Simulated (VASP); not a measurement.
# Ga31O48 (a cell with a defect) in VASP: further runs

The runs below take Ga31O48 (a cell with a defect) through single point, with PBE.

Everything below comes from runs of VASP 6.6.1. Logs are shortened: lines on timing, memory, paths and dates and some standing lists are left out, and cuts for length are marked.

### Step 1. The cell of the first run

The cell holds a defect, 79 atoms: a = 10.798 Å, b = 10.798 Å, c = 10.798 Å, α = 55.86°, β = 55.86°, γ = 55.86°.

### Step 2. Single point, PBE

File INCAR:

```
ALGO = Normal
EDIFF = 1E-6
ENCUT = 520
GGA = PE
GGA_COMPAT = False
ISIF = 2
ISMEAR = -1
LASPH = True
LCHARG = False
LREAL = Auto
LWAVE = False
NBANDS = 390
NELECT = 694.0
NELM = 120
PREC = Accurate
SIGMA = 0.01
```

File KPOINTS:

```
k-points
0
Gamma
  1 1 1
```

File POSCAR:

```
Ga31O48
1.0
    5.0579508900      2.9202093400      9.0826160100
   -5.0579508900      2.9202093400      9.0826160100
    0.0000000000     -5.8404185800      9.0826160400
Ga O
31 48
Direct
    0.4269695260      0.4269325545      0.4265142638
    0.3220777741      0.3220236019      0.3216197313
    0.0716735303      0.0716156017      0.0712120640
    0.1771942100      0.1771515049      0.1767314538
    0.4259685711      0.4245029578      0.9287400942
    0.3203545019      0.3256248180      0.8195025370
    0.0704495216      0.0716312254      0.5742644090
    0.1749197996      0.1747464092      0.6814265920
    0.4245521698      0.9291399081      0.4255087569
    0.3256617337      0.8199209810      0.3199064104
    0.0716748435      0.5746767617      0.0699888182
    0.1748048845      0.6818325437      0.1744528419
    0.4285614143      0.9299688133      0.9222982198
    0.3457438987      0.8127112639      0.8116174416
    0.0658502225      0.5737060827      0.5705014547
    0.1795527581      0.6787062799      0.6739785865
    0.9291947556      0.4259138707      0.4240897863
    0.8199591625      0.3203165098      0.3251980388
    0.5747223129      0.0704026673      0.0712123604
    0.6818947659      0.1748568259      0.1743395591
    0.9227597884      0.4285187303      0.9295352853
    0.8120835642      0.3456733417      0.8123009448
    0.5709629825      0.0658171130      0.5732885643
    0.6744290399      0.1795226926      0.6782938193
    0.9300112785      0.9227180088      0.4280988314
    0.8127563902      0.8120375220      0.3452634996
    0.5737533756      0.5709083499      0.0653930633
    0.6787463468      0.6743795587      0.1791032429
    0.9298170818      0.9297638982      0.9293552631
    0.8212543719      0.8212185867      0.8208080994
    0.5802956307      0.5802353296      0.5798424040
    0.3746059401      0.2222885261      0.0283320096
    0.2223314864      0.0287404411      0.3741479412
    0.0287948608      0.3745597838      0.2218688579
    0.1259209264      0.2749945367      0.4710100898
    0.4714774721      0.1258626099      0.2745839300
    0.2750469273      0.4714139980      0.1254667206
    0.3724484898      0.2232803748      0.5265177406
    0.2173896572      0.0314007023      0.8766791046
    0.0275884831      0.3749259797      0.7198787957
    0.1230845271      0.2788549205      0.9729700451
    0.4714668237      0.1297503781      0.7785561986
    0.2752358590      0.4729704795      0.6224636279
    0.3749810584      0.7202878907      0.0271214490
    0.2233250245      0.5269321637      0.3719887570
    0.0314562523      0.8770874363      0.2169222545
    0.1297885926      0.7789670981      0.4710055997
    0.4730132501      0.6228812533      0.2747724915
    0.2788970976      0.9733981072      0.1226234291
    0.3757035663      0.7221899276      0.5247823924
    0.2170173601      0.5250379466      0.8752738810
    0.0267176397      0.8745675088      0.7233716643
    0.1288334378      0.7761210590      0.9691736125
    0.4622496277      0.6162835472      0.7824180045
    0.2763716386      0.9721427278      0.6250989144
    0.8771400617      0.2173428290      0.0309947237
    0.7203535898      0.0275386384      0.3745114909
    0.5269769970      0.3723968089      0.2228649831
    0.6229205149      0.2751844379      0.4725542243
    0.9734374971      0.1230452941      0.2784323188
    0.7790108582      0.4714206831      0.1293235845
    0.8757329666      0.2169626320      0.5246221398
    0.7238284013      0.0266765158      0.8741511244
    0.5252310844      0.3756643890      0.7217820638
    0.6255527091      0.2763229442      0.9717397184
    0.9696292781      0.1287820472      0.7757185464
    0.7828784443      0.4621712972      0.6158796386
    0.8746066086      0.7237726016      0.0262604292
    0.7222377493      0.5251788965      0.3752482309
    0.5250803389      0.8756831895      0.2165549817
    0.6163394844      0.7828183645      0.4617709812
    0.9721892970      0.6255026569      0.2759124100
    0.7761788804      0.9695736011      0.1283743094
    0.8863791184      0.7317732281      0.5141219854
    0.7318173161      0.5145311020      0.8859190862
    0.5145792195      0.8863487446      0.7313556155
    0.6255526421      0.7754959723      0.9738713367
    0.9743274252      0.6255164070      0.7750779913
    0.7755395846      0.9742852865      0.6250981641
```

Potentials or basis: VASP PAW PBE potentials, release 64 (Ga_d, O).

Started as:

```
cat potpaw_PBE.64/Ga_d/POTCAR potpaw_PBE.64/O/POTCAR > POTCAR
mpirun -np 1 vasp_gam > vasp.out
```

OUTCAR:

```text
EDIFF = 1E-6
   ENCUT = 520
   GGA = PE
   ISIF = 2
   ISMEAR = -1
   LASPH = True
   LREAL = Auto
   NELECT = 694.0
   NELM = 120
   PREC = Accurate

 ion  position               nearest neighbor table
   1  0.427  0.427  0.427-  43 1.95  48 1.95  59 1.95  45 2.10  38 2.10  58 2.10   2 2.86
   2  0.322  0.322  0.322-  37 1.95  35 1.95  36 1.95  58 2.09  38 2.09  45 2.09   1 2.86
   3  0.072  0.072  0.071-  46 1.90  39 1.90  56 1.90  49 2.12  60 2.12  41 2.12   4 2.88
   4  0.177  0.177  0.177-  34 1.95  32 1.95  33 1.95  49 2.10  60 2.10  41 2.10   3 2.88
   5  0.426  0.425  0.929-  54 1.87  37 1.95  65 1.96  32 2.07  64 2.10  51 2.15   6 2.85
   6  0.320  0.326  0.820-  42 1.92  43 1.95  41 1.96  51 2.06  64 2.09  32 2.14   5 2.85
   7  0.070  0.072  0.574-  52 1.94  62 1.95  33 1.97  66 2.10  35 2.10  55 2.10   8 2.86
   8  0.175  0.175  0.681-  39 1.92  40 1.94  38 1.97  66 2.08  55 2.10  35 2.14   7 2.86
   9  0.425  0.929  0.426-  71 1.87  36 1.95  55 1.96  33 2.07  50 2.10  70 2.15  10 2.85
  10  0.326  0.820  0.320-  47 1.92  48 1.95  49 1.96  70 2.06  50 2.09  33 2.14   9 2.85
  11  0.072  0.575  0.070-  68 1.94  51 1.95  34 1.97  53 2.10  37 2.10  72 2.10  12 2.86
  12  0.175  0.682  0.174-  46 1.92  44 1.94  45 1.97  53 2.08  72 2.10  37 2.14  11 2.86
  13  0.429  0.930  0.922-  76 1.95  42 1.96  49 1.97  77 1.98  39 2.12  44 2.15  14 2.83
  14  0.346  0.813  0.812-  54 1.87  76 1.95  55 1.98  53 2.09  44 2.09  39 2.26  13 2.83
  15  0.066  0.574  0.571-  74 1.87  40 1.93  45 1.98  78 2.12  43 2.14  47 2.18
  16  0.180  0.679  0.674-  50 1.93  51 1.96  52 1.96  47 2.07  78 2.11  43 2.12
  17  0.929  0.426  0.424-  67 1.87  35 1.95  72 1.96  34 2.07  69 2.10  62 2.15  18 2.85
[... 48 lines left out ...]
  66  0.970  0.129  0.776-  29 1.95   8 2.08  22 2.09   7 2.10
  67  0.783  0.462  0.616-  17 1.87  22 1.87  31 1.96
  68  0.875  0.724  0.026-  11 1.94  28 1.96  30 2.12  29 2.14
  69  0.722  0.525  0.375-  28 1.93  31 2.06  18 2.09  17 2.10
  70  0.525  0.876  0.217-  19 1.95  28 1.96  10 2.06   9 2.15
  71  0.616  0.783  0.462-   9 1.87  26 1.87  31 1.96
  72  0.972  0.626  0.276-  17 1.96  26 1.98  12 2.10  11 2.10
  73  0.776  0.970  0.128-  29 1.95  20 2.08  26 2.09  19 2.10
  74  0.886  0.732  0.514-  15 1.87  25 1.95  26 1.95
  75  0.732  0.515  0.886-  27 1.87  21 1.95  22 1.95
  76  0.515  0.886  0.731-  23 1.87  13 1.95  14 1.95
  77  0.626  0.775  0.974-  30 1.94  13 1.98  28 2.11  27 2.12
  78  0.974  0.626  0.775-  30 1.94  21 1.98  16 2.11  15 2.12
  79  0.776  0.974  0.625-  30 1.94  25 1.98  24 2.11  23 2.12

  LATTYP: Found a trigonal (rhomboedric) cell.
 ALAT       =    10.7983518826
 COS(alpha) =     0.5612023825

  Lattice vectors:

 A1 = (   5.0579508900,   2.9202093400,   9.0826160100)
 A2 = (  -5.0579508900,   2.9202093400,   9.0826160100)
 A3 = (   0.0000000000,  -5.8404185800,   9.0826160400)

Analysis of symmetry for initial positions (statically):
=====================================================================
 Subroutine PRICEL returns:
 Original cell was already a primitive cell.

 Routine SETGRP: Setting up the symmetry group for a
 trigonal (rhombohedral) supercell.

 Subroutine GETGRP returns: Found  1 space group operations
 (whereof  1 operations were pure point group operations)
 out of a pool of 12 trial point group operations.

The static configuration has the point symmetry C_1 .

Analysis of symmetry for dynamics (positions and initial velocities):
=====================================================================
 Subroutine PRICEL returns:
 Original cell was already a primitive cell.

 Routine SETGRP: Setting up the symmetry group for a
 trigonal (rhombohedral) supercell.

 Subroutine GETGRP returns: Found  1 space group operations
 (whereof  1 operations were pure point group operations)
 out of a pool of 12 trial point group operations.

The dynamic configuration has the point symmetry C_1 .

[... 198 lines left out ...]

  Shift w.r.t. Gamma in fractional coordinates (k-lattice)
     0.000000000  0.000000000  0.000000000

 Subroutine IBZKPT returns following result:
 ===========================================

 Found      1 irreducible k-points:

 Following reciprocal coordinates:
            Coordinates               Weight
  0.000000  0.000000  0.000000      1.000000
   k-points           NKPTS =      1   k-points in BZ     NKDIM =      1   number of bands    NBANDS=    390
   number of dos      NEDOS =    301   number of ions     NIONS =     79
   total plane-waves  NPLWV = 512000
   dimension x,y,z NGX =    80 NGY =   80 NGZ =   80
   dimension x,y,z NGXF=   160 NGYF=  160 NGZF=  160
   ions per type =              31  48
   NGX,Y,Z   is equivalent  to a cutoff of  12.32, 12.32, 12.32 a.u.
   NGXF,Y,Z  is equivalent  to a cutoff of  24.63, 24.63, 24.63 a.u.
 SYSTEM =  unknown system
   PREC   = accura    normal or accurate (medium, high low for compatibility)
   ISTART =      0    job   : 0-new  1-cont  2-samecut
   ICHARG =      2    charge: 1-file 2-atom 10-const
   ISPIN  =      1    spin polarized calculation?
   LNONCOLLINEAR =      F non collinear calculations
   LSORBIT =      F    spin-orbit coupling
   LASPH  =      T    aspherical Exc in radial PAW
   ENCUT  =  520.0 eV  38.22 Ry    6.18 a.u.  20.08 20.08 20.08*2*pi/ulx,y,z
   NELM   =    120;   NELMIN=  2; NELMDL= -5     # of ELM steps
   EDIFF  = 0.1E-05   stopping-criterion for ELM
   LREAL  =      T    real-space projection
   EDIFFG = 0.1E-04   stopping-criterion for IOM
   NSW    =      0    number of steps for IOM
   IBRION =     -1    ionic relax: 0-MD 1-quasi-New 2-CG
   NFREE  =      0    steps in history (QN), initial steepest desc. (CG)
   ISIF   =      2    stress and relaxation
   ISYM   =      2    0-nonsym 1-usesym 2-fastsym
   POTIM  = 0.5000    time-step for ionic-motion
   TEBEG  =    0.0;   TEEND  =   0.0 temperature during run
   PSTRESS=    0.0 pullay stress
   NELECT =     694.0000    total number of electrons
   NUPDOWN=      -1.0000    fix difference up-down
   EMIN   =  10.00;   EMAX   =-10.00  energy-range for DOS
   EFERMI =   0.00;   METHOD = LEGACY
   ISMEAR =    -1;   SIGMA  =   0.01  broadening in eV -4-tet -1-fermi 0-gaus
   EFERMI_NEDOS =   21; number of points for ismear=-14 and -15
   IALGO  =     38    algorithm
   IMIX   =      4    mixing-type and parameters
     AMIX     =   0.40;   BMIX     =  1.00
     AMIX_MAG =   1.60;   BMIX_MAG =  1.00
  volume/ion in A,a.u.               =      10.19        68.76
  Fermi-wavevector in a.u.,A,eV,Ry     =   1.558156  2.944489 33.032925  2.427851
  Thomas-Fermi vector in A             =   2.661702
   LORBIT       =      0    0 simple, 1 ext, 2 COOP (PROOUT), +10 PAW based schemes
   GGA     = PE    functional components
   LHFCALC =     F    Hartree Fock is set to
   AEXX    =    0.0000 exact exchange contribution
   IVDW    =     0    specifies the selected vdW correction
   LEPSILON=     F    determine dielectric tensor
   LRPA    =     F    only Hartree local field effects (RPA)
 non-spin polarized calculation
  energy-cutoff  :      520.00
  volume of cell :      804.92
 maximum number of plane-waves:     10826
   NGX = 41   NGY = 41   NGZ = 41

 number of electron     693.9999987 magnetization

 Free energy of the ion-electron system (eV)
  ---------------------------------------------------
  ext. energy  EPLUGINS =         0.00000000
  ---------------------------------------------------
  free energy    TOTEN  =      -449.98910259 eV

  energy without entropy =     -449.98910259  energy(sigma->0) =     -449.98910259

 E-fermi :   4.6511     XC(G=0): -11.8725

 val. band max:        4.3755789502   @ k =   0.0000   0.0000   0.0000
 cond. band min:       6.3853685204   @ k =   0.0000   0.0000   0.0000
 fundamental gap:      2.0097895702
 Fermi energy:         4.6511233991

 k-point     1 :       0.0000    0.0000    0.0000
  band No.  band energies     occupation
      1     -14.8146      2.00000
      2     -14.0413      2.00000
      3     -14.0049      2.00000
      4     -14.0048      2.00000
      5     -13.9962      2.00000
      6     -13.9906      2.00000
[... 351 lines left out ...]
    358      10.0411      0.00000
    359      10.1217      0.00000
 [bands above 359 left out]

------------------------ aborting loop because EDIFF is reached ----------------------------------------

  FORCE on cell =-STRESS in cart. coord.  units (eV):
  Direction    XX          YY          ZZ          XY          YZ          ZX
  --------------------------------------------------------------------------------------
  -------------------------------------------------------------------------------------
  Total       36.7445471     36.7332397     39.5635892      0.0032649      0.0048591      0.0004149
  in kB       73.1396181     73.1171107     78.7508904      0.0064987      0.0096720      0.0008259
  external PRESSURE =      75.0025397 kB  Pullay stress =       0.0000000 kB

 VOLUME and BASIS-vectors are now :
 -----------------------------------------------------------------------------
  energy-cutoff  :      520.00
  volume of cell :      804.92
      direct lattice vectors                 reciprocal lattice vectors
     5.057950890  2.920209340  9.082616010     0.098854262  0.057073535  0.036700146
    -5.057950890  2.920209340  9.082616010    -0.098854262  0.057073535  0.036700146
     0.000000000 -5.840418580  9.082616040     0.000000000 -0.114147069  0.036700146

 POSITION                                       TOTAL-FORCE (eV/Angst)
 -----------------------------------------------------------------------------------
      0.00019      0.00255     11.62953        -0.000162     -0.000059      0.009513
      0.00027      0.00252      8.77127         0.000695      0.000738     -0.013807
      0.00029      0.00253      1.94823        -0.001106      0.000349     -0.014609
      0.00022      0.00258      4.82357         0.000296      0.000081      0.015644
      0.00741     -2.94068     16.15990        -0.000037      0.010460      0.018178
     -0.02666     -2.89984     13.31041         0.000643      0.005263     -0.012892
[... 71 lines left out ...]
      1.76427      0.14510     21.57050         0.010738     -0.001679      0.006937
     -1.00525      1.45902     21.57051        -0.005587      0.007567      0.007242
 -----------------------------------------------------------------------------------
    total drift:                                0.000649     -0.016417      0.002050

  FREE ENERGIE OF THE ION-ELECTRON SYSTEM (eV)
  ---------------------------------------------------
  free  energy   TOTEN  =      -449.9891025861 eV

  energy  without entropy=     -449.9891025861  energy(sigma->0) =     -449.98910259
```

Wall time 36 min (1 thread of Intel Xeon 8259CL, shared host); peak memory 0.97 GiB.

Results:

| Item | Value |
| --- | --- |
| Free energy | -449.9891 eV |
| Largest force | 0.042 eV/Å |

Forces on the atoms (eV/Å):
```
Ga   0.000  0.000  0.010
Ga   0.001  0.001 -0.014
Ga  -0.001  0.000 -0.015
Ga   0.000  0.000  0.016
Ga   0.000  0.010  0.018
Ga   0.001  0.005 -0.013
Ga   0.004 -0.003 -0.010
Ga   0.004  0.003  0.013
Ga   0.009 -0.006  0.019
Ga   0.004 -0.002 -0.014
Ga  -0.005  0.000 -0.010
Ga  -0.001 -0.004  0.011
Ga   0.007 -0.012  0.012
Ga   0.008  0.000 -0.014
Ga  -0.003 -0.010 -0.009
Ga   0.002 -0.004  0.013
Ga  -0.010 -0.006  0.019
Ga  -0.004 -0.002 -0.012
Ga   0.001  0.004 -0.009
Ga  -0.005  0.001  0.012
Ga   0.007  0.011  0.013
Ga  -0.004  0.007 -0.014
Ga   0.011  0.003 -0.008
Ga   0.003  0.003  0.012
Ga  -0.014 -0.001  0.012
Ga  -0.003 -0.007 -0.013
Ga  -0.007  0.008 -0.009
Ga  -0.005  0.000  0.012
Ga   0.000  0.001  0.003
Ga   0.001  0.001 -0.019
Ga  -0.001  0.000  0.008
O    0.000  0.000 -0.003
O   -0.001  0.000 -0.003
O    0.001  0.002 -0.004
O    0.006  0.001  0.004
O   -0.006  0.003  0.005
O   -0.001 -0.007  0.004
O   -0.001  0.003 -0.001
O    0.013  0.002 -0.015
O    0.011  0.003  0.005
O   -0.002 -0.002  0.005
O   -0.001 -0.001  0.000
O   -0.008 -0.003 -0.004
O   -0.004 -0.010  0.006
O    0.004 -0.001 -0.001
O   -0.003 -0.013 -0.015
O    0.000  0.001  0.001
O    0.002  0.007 -0.006
O   -0.001  0.003  0.003
O    0.013 -0.006  0.001
O   -0.006 -0.004 -0.004
O   -0.003 -0.005  0.001
O    0.002  0.019  0.009
O   -0.007 -0.002  0.009
O   -0.012 -0.002 -0.001
O   -0.009  0.008 -0.016
O   -0.007  0.008  0.004
O   -0.003 -0.004 -0.002
O    0.006 -0.004 -0.004
O    0.003 -0.001  0.003
O    0.001  0.002  0.000
O    0.006 -0.003 -0.004
O    0.007  0.000  0.001
O   -0.002  0.014  0.000
O    0.008 -0.008 -0.001
O   -0.016 -0.008  0.008
O    0.004 -0.005  0.010
O   -0.004  0.006  0.002
O   -0.010 -0.009  0.000
O   -0.001  0.008 -0.003
O    0.002  0.006  0.009
O    0.005  0.011  0.000
O    0.015 -0.009  0.008
O   -0.001 -0.036 -0.017
O   -0.031  0.020 -0.017
O    0.033  0.019 -0.017
O   -0.006 -0.009  0.007
O    0.011 -0.002  0.007
O   -0.006  0.008  0.007
```

Caveat: the k points lie up to 0.75 Å⁻¹ apart; the cell carries a net charge on a neutralising background, which shifts energy and pressure; the cell is charged against a uniform background, so pressure and absolute levels hang on convention.

[end of part 1 of 2]
